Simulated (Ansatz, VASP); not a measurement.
## One calculation of Si3N4, two programs

Contents of INCAR:

```
SYSTEM = Si3N4
PREC     = Accurate       ! precision mode
ENCUT    = 520            ! plane-wave cutoff, eV
EDIFF    = 1E-6           ! SCF threshold, eV
ISMEAR   = -1             ! smearing method
SIGMA    = 0.05           ! smearing width, eV
LREAL    = .FALSE.        ! projectors in reciprocal space
LASPH    = .TRUE.         ! aspherical terms in the spheres
NELM     = 100            ! most SCF steps
ALGO     = Normal         ! electronic algorithm
ISIF     = 2              ! what is computed and relaxed
LWAVE    = .FALSE.        ! write WAVECAR
LCHARG   = .FALSE.        ! write CHGCAR
GGA      = PE             ! functional
NBANDS   = 25             ! bands
```

KPOINTS

```
Automatic mesh
0
G
  7 7 7
  0 0 0
```

Contents of POSCAR:

```
Si3N4
1.0
    4.1581369562      0.0000000000      0.0000000000
    0.0000000000      4.1581369562      0.0000000000
    0.0000000000      0.0000000000      4.1581369562
Si N
3 4
Direct
    0.0000000000      0.0000000000      0.5000000000
    0.5000000000      0.0000000000      0.0000000000
    0.0000000000      0.5000000000      0.0000000000
    0.2395200000      0.2395200000      0.7604800000
    0.7604800000      0.7604800000      0.7604800000
    0.2395200000      0.7604800000      0.2395200000
    0.7604800000      0.2395200000      0.2395200000
```

input.yaml

```yaml
crystal:
  lattice:
    - [4.1581369562, 0.0, 0.0]
    - [0.0, 4.1581369562, 0.0]
    - [0.0, 0.0, 4.1581369562]
  atoms:
    - { symbol: Si, position: [0.0, 0.0, 0.5] }
    - { symbol: Si, position: [0.5, 0.0, 0.0] }
    - { symbol: Si, position: [0.0, 0.5, 0.0] }
    - { symbol: "N", position: [0.23952, 0.23952, 0.76048] }
    - { symbol: "N", position: [0.76048, 0.76048, 0.76048] }
    - { symbol: "N", position: [0.23952, 0.76048, 0.23952] }
    - { symbol: "N", position: [0.76048, 0.23952, 0.23952] }
hamiltonian:
  xc: pbe
  pseudopotentials: { kind: paw }
kpoints:
  mp_grid: { grid: [7, 7, 7] }
scf:
  occupations: { method: fermi_dirac, width: 0.05 }
output:
  forces: true
  stress: true
  eigenvalues: true
  write_density: true
  write_potential: true
  elf: true
  volumetric_format: npy
```

Alike in both runs: task single point; functional PBE; k mesh 7 × 7 × 7; occupations fermi-dirac, width 0.05 eV; no spin polarisation.

|  | VASP | Ansatz |
| --- | --- | --- |
| version | VASP 6.6.1 | Ansatz 0.2.0 |
| potentials or method | VASP PAW PBE potentials, release 64 (Si, N) | Ansatz PAW |
| plane-wave cutoff (eV) | 520 | 420 |
| valence electrons in the cell | 32 | 32 |

```tsv
	VASP	Ansatz	Ansatz less VASP
gap on the k mesh at the Fermi level (eV)	2.71	2.72	+0.010
least direct gap on the mesh (eV)	2.89	2.90	+0.011
pressure (GPa)	-4.8	-4.5	+0.23
rms of the force components (eV/Å)	0.078	0.072	-0.0067
```

Atom by atom the forces differ by 0.007 eV/Å (rms over components). With one functional, cell and mesh, what is left measures potentials, basis and numerics.

Noted on Ansatz's run: odd divisions of the mesh miss points on the zone boundary, where band edges often lie, so the gap on the mesh can be too wide.
